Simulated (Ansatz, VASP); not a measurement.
**Al: VASP beside Ansatz**

File POSCAR:

```
Al
1.0
    0.0000000000      2.0239800000      2.0846994000
    2.0239800000      0.0000000000      2.0846994000
    2.0239800000      2.0239800000      0.0000000000
Al
1
Direct
    0.0000000000      0.0000000000      0.0000000000
```

INCAR.step1

```
ALGO     = Normal         # electronic algorithm
EDIFF    = 1E-4           # SCF threshold, eV
ENCUT    = 520            # plane-wave cutoff, eV
GGA      = PE             # functional
ISMEAR   = 0              # smearing method
LASPH    = T              # aspherical terms in the spheres
LCHARG   = F              # write CHGCAR
LREAL    = F              # projectors in reciprocal space
LWAVE    = T              # write WAVECAR
NBANDS   = 8              # bands
NELM     = 60             # most SCF steps
PREC     = Accurate       # precision mode
SIGMA    = 0.2            # smearing width, eV
```

The input INCAR.step2:

```
ALGO     = Normal         # electronic algorithm
EDIFF    = 1E-6           # SCF threshold, eV
ENCUT    = 520            # plane-wave cutoff, eV
ISIF     = 2              # what is computed and relaxed
ISMEAR   = 0              # smearing method
ISTART   = 1            
LASPH    = T              # aspherical terms in the spheres
LCHARG   = F              # write CHGCAR
LMIXTAU  = T            
LREAL    = F              # projectors in reciprocal space
LWAVE    = F              # write WAVECAR
METAGGA  = R2SCAN         # meta-GGA
NBANDS   = 8              # bands
NELM     = 60             # most SCF steps
PREC     = Accurate       # precision mode
SIGMA    = 0.2            # smearing width, eV
```

File KPOINTS:

```
k-points
0
Gamma
  20 20 20
```

Input for Ansatz:

```yaml
crystal:
  lattice:
    - [0.0, 2.02398, 2.0846994]
    - [2.02398, 0.0, 2.0846994]
    - [2.02398, 2.02398, 0.0]
  atoms:
    - { symbol: Al, position: [0.0, 0.0, 0.0] }
basis:
  ecutwfc: 500
kpoints:
  mp_grid: { grid: [20, 20, 20] }
hamiltonian:
  xc: r2scan
scf:
  occupations: { method: gaussian, width: 0.2 }
output:
  forces: true
  stress: true
  eigenvalues: true
```

Change from the starting cell: strain +0.0300 x Voigt [0, 0, 1, 0, 0, 0], atoms carried along.

Alike in both runs: task single point; functional r2SCAN; k mesh 20 × 20 × 20; occupations gaussian, width 0.2 eV; no spin polarisation.

```csv
,VASP,Ansatz
version,VASP 6.6.1,Ansatz 0.2.0
potentials or method,"VASP PAW PBE potentials, release 64 (Al), cutoff 520 eV","scalar-relativistic, plane waves, PAW"
valence electrons in the cell,3,3
```

Ansatz gave:

```
gap on the k mesh at the Fermi level (eV)                     : none
pressure (GPa)                                                : -5.5
traceless stress, the component that is largest in VASP (GPa) : -1.01
```

Task: Estimate VASP's values.

Result: gap on the k mesh at the Fermi level (eV): none; pressure (GPa): -5.8; traceless stress, the component that is largest in VASP (GPa): -1.01.

VASP's potentials were made for PBE, not for r2SCAN. A gap of «none» marks a metal or a gap that the smearing closes.
